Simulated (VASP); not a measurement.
InO: single point with r2SCAN

The system is InO, a slab with vacuum.

```
In O
1.0
     3.41873    0.00000    0.00000
    -1.70936    2.96070    0.00000
     0.00000    0.00000   15.71671
In O
2 2
Direct
  0.66667 0.33333 0.40998
  0.66667 0.33333 0.59002
  0.00000 0.00000 0.36013
  0.00000 0.00000 0.63987
```

- Program: VASP 6.6.1
- Task: single point
- Functional: r2SCAN
- Potentials or basis: VASP PAW PBE potentials, release 64 (In_d, O)
- Cutoff: 520 eV
- k mesh: 11 × 11 × 3
- Occupations: fermi-dirac, width 0.02 eV
- Spin: no spin polarisation

```json
{"Largest force": "0.083 eV/Å", "Band gap on the k mesh": "0.78 eV (least direct gap 1.55 eV)"}
```

Forces in eV/Å, atoms in the order of the input:
```
In   0.000  0.000 -0.083
In   0.000  0.000  0.083
O    0.000  0.000  0.081
O    0.000  0.000 -0.081
```

Levels at points of the mesh, in eV from the valence-band top:
```
           k point  band 15  band 16  band 17  band 18  band 19  band 20  band 21  band 22  band 23  band 24
(0.00, 0.00, 0.00)    -1.82    -1.82    -1.78    -1.78    -0.78     0.78     3.83     6.72     6.87     8.81
```

Run time: 7.6 min on 1 thread of Intel(R) Xeon(R) 6975P-C (Granite Rapids), with other jobs on the host, peak memory 0.39 GiB.

Caveat: there is no dipole correction, which matters where the two faces differ; the PAW data sets were made with another functional, which shifts forces and pressure a little; spin-orbit coupling is left out, which moves the levels of the heavy elements.
